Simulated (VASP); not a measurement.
A run of VASP 6.6.1:

INCAR

```
SYSTEM = Sn
PREC = Accurate
ENCUT = 600
EDIFF = 1E-6
ISMEAR = 0
SIGMA = 0.1
LREAL = .False.
LASPH = .True.
NELM = 80
ALGO = Fast
ISIF = 3
LWAVE = .False.
LCHARG = .False.
GGA = PE
IBRION = 2
NSW = 100
EDIFFG = -0.005
```

KPOINTS

```
regular mesh
0
Gamma
  12 12 12
  0 0 0
```

The input POSCAR:

```
Sn
1.0
    0.0000000000      3.2456000000      3.2456000000
    3.2456000000      0.0000000000      3.2456000000
    3.2456000000      3.2456000000      0.0000000000
Sn
2
Direct
    0.5000000000      0.5000000000      0.5000000000
    0.7500000000      0.7500000000      0.7500000000
```

Potentials or basis: VASP PAW PBE potentials, release 64 (Sn_d).

Command:

```sh
$ cat potpaw_PBE.64/Sn_d/POTCAR > POTCAR
$ mpirun -np 1 vasp_std > vasp.out
```

Hardware: 1 thread of Intel(R) Xeon(R) Platinum 8488C (Sapphire Rapids), with other jobs on the host.

Task: How long does it take, and how much memory?

Result: Wall time 6.6 min on 1 thread of Intel(R) Xeon(R) Platinum 8488C (Sapphire Rapids) (shared host), peak memory 0.3 GiB. Counts: scf iterations 35, k points 72, ion steps 3.
